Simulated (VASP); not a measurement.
Write the native input for VASP 6.6.1 that does the following.

| Quantity | Value |
| --- | --- |
| Task | electric field gradients |
| Functional | LDA |
| Potentials or basis | VASP PAW LDA potentials, release 64 (Pd) |
| Cutoff | 520 eV |
| k mesh | 18 × 18 × 18 |
| Occupations | fermi-dirac, width 0.05 eV |
| Spin | no spin polarisation |
| Dipole correction | no |
| Further INCAR settings | ALGO = Normal; EDIFF = 1e-08; NBANDS = 11 |

The structure of Pd lies in POSCAR:

```
Pd
1.0
    0.0000000000      1.9186143454      1.9186143454
    1.9186143454      0.0000000000      1.9186143454
    1.9186143454      1.9186143454      0.0000000000
Pd
1
Direct
    0.0000000000      0.0000000000      0.0000000000
```

This cell differs from its parent crystal: volume scaled by 0.96.

These files were run (other wordings do the same):

INCAR

```
  ALGO = Normal
  EDIFF = 1E-8
  ENCUT = 520
  GGA = CA
  ISIF = 2
  ISMEAR = -1
  LASPH = T
  LCHARG = F
  LEFG = T
  LREAL = F
  LWAVE = F
  NBANDS = 11
  NELM = 80
  PREC = Accurate
  SIGMA = 0.05
```

KPOINTS

```
k-points
0
Gamma
  18 18 18
```

Potentials or basis: VASP PAW LDA potentials, release 64 (Pd).

Run with:

```console
$ cat potpaw_LDA.64/Pd/POTCAR > POTCAR
$ mpirun -np 1 vasp_std > vasp.out
```

Results of the run:

The pressure is 0.6 GPa and the band gap on the k mesh is zero (band 5 reaches 10.68 eV, above the bottom of band 6 at 8.97 eV).

Caveat: without QUAD_EFG the Cq values of the log hold for a quadrupole moment of 1 mb, not for the nuclei.

Wall time 45 s on 1 thread of Intel Xeon 8259CL, with other jobs on the host, peak memory 0.14 GiB.
